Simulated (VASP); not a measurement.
A run of VASP 6.6.1 is set up as follows.

The input INCAR:

```
ALGO = Normal
EDIFF = 1E-7
EDIFFG = -0.002
ENCUT = 600
GGA = CA
GGA_COMPAT = F
IBRION = 2
ISIF = 3
ISMEAR = 0
LASPH = T
LCHARG = F
LREAL = F
LWAVE = F
NELM = 120
NELMIN = 4
NSW = 100
PREC = Accurate
SIGMA = 0.02
```

The input KPOINTS:

```
k-points
0
Gamma
  8 8 8
```

POSCAR

```
CaO
1.0
    0.0000000000      2.3557358111      2.3557358111
    2.3557358111      0.0000000000      2.3557358111
    2.3557358111      2.3557358111      0.0000000000
Ca O
1 1
Direct
    0.0000000000      0.0000000000      0.0000000000
    0.5000000000      0.5000000000      0.5000000000
```

Potentials or basis: VASP PAW LDA potentials, release 64 (Ca_sv, O).

The run is started by

```bash
$ cat potpaw_LDA.64/Ca_sv/POTCAR potpaw_LDA.64/O/POTCAR > POTCAR
$ mpirun -np 1 vasp_std > vasp.out
```

Question: What does it give for the space group after relaxing (to 0.05 Å)?

Answer: Fm-3m (No. 225).

Question: Predict the band gap on the k mesh.

Answer: 3.43 eV, indirect (least direct gap 3.79 eV).

Question: What does it give for the relaxed cell?

Answer: a = 3.336 Å, b = 3.336 Å, c = 3.336 Å, α = 60.00°, β = 60.00°, γ = 60.00°.

Question: Estimate the relaxed volume.

Answer: 13.13 Å³/atom.

Step by step:
```
step  energy change (eV)  largest force (eV/Å)  pressure (GPa)  volume (Å³)
   1              0.0000                0.0000            0.54        26.15
   2             -0.0001                0.0000           -0.29        26.31
   3             -0.0002                0.0000            0.00        26.25
```

A k mesh can miss the band edges.
